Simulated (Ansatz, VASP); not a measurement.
**BN: VASP beside Ansatz**

```xyz
2
Lattice="0.0000 1.8130 1.7586 1.8130 0.0000 1.7586 1.8130 1.8130 0.0000" Properties=species:S:1:pos:R:3 pbc="T T T"
B     0.0000    0.0000    0.0000
N     2.7195    2.7195    2.6379
```

Change from the starting cell: strain +0.000 along x and y, -0.030 along z, atoms carried along.

Alike in both runs: task single point; functional PBE; k mesh 12 × 12 × 12; occupations gaussian, width 0.05 eV; no spin polarisation.

|  | VASP | Ansatz |
| --- | --- | --- |
| version | VASP 6.6.1 | Ansatz 0.2.0 |
| potentials or method | VASP PAW PBE potentials, release 64 (B, N), cutoff 520 eV | scalar-relativistic, plane waves, PAW |
| valence electrons in the cell | 8 | 8 |

Ansatz gave:

| Property | Result |
| --- | --- |
| gap on the k mesh at the Fermi level (eV) | 3.95 |
| least direct gap on the mesh (eV) | 8.60 |
| pressure (GPa) | 11.5 |
| traceless stress, the component that is largest in VASP (GPa) | 12.18 |

Q: What did VASP give for the same quantities?

A: gap on the k mesh at the Fermi level (eV): 3.94; least direct gap on the mesh (eV): 8.59; pressure (GPa): 11.8; traceless stress, the component that is largest in VASP (GPa): 12.19.

With one functional, cell and mesh, what is left measures potentials, basis and numerics.
